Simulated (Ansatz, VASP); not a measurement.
**KI in VASP and in Ansatz**

```xyz
2
Lattice="0.0000 3.2745 3.4109 3.2745 0.0000 3.4109 3.2745 3.2745 0.0000" Properties=species:S:1:pos:R:3 pbc="T T T"
K     0.0000    0.0000   -0.1976
I     3.2745    3.2745    3.4718
```

Change from the starting cell: mode 6 frozen in at -0.198 Å, equal normal strain along x and y -0.0400.

Alike in both runs: task single point; functional LDA; k mesh 6 × 6 × 6; occupations gaussian, width 0.05 eV; no spin polarisation.

|  | VASP | Ansatz |
| --- | --- | --- |
| version | VASP 6.6.1 | Ansatz 0.2.0 |
| potentials or method | VASP PAW LDA potentials, release 64 (K_sv, I), cutoff 520 eV | scalar-relativistic, plane waves, PAW |
| valence electrons in the cell | 16 | 26 |

Ansatz gave:

```
gap on the k mesh at the Fermi level (eV)                     : 4.09
least direct gap on the mesh (eV)                             : 4.09
pressure (GPa)                                                : 2.0
traceless stress, the component that is largest in VASP (GPa) : -0.21
rms of the force components (eV/Å)                            : 0.229
```

Estimate VASP's values.

gap on the k mesh at the Fermi level (eV): 4.10; least direct gap on the mesh (eV): 4.10; pressure (GPa): 2.1; traceless stress, the component that is largest in VASP (GPa): -0.22; rms of the force components (eV/Å): 0.233.

LDA's correlation is that of Perdew and Zunger in VASP and of Perdew and Wang (1992) in Ansatz. Atom by atom the forces differ by 0.004 eV/Å (rms over components). VASP's potentials hold 16 valence electrons a cell and Ansatz's 26, so a difference there can come from the potentials and not from the codes.

Spin-orbit coupling is off throughout.
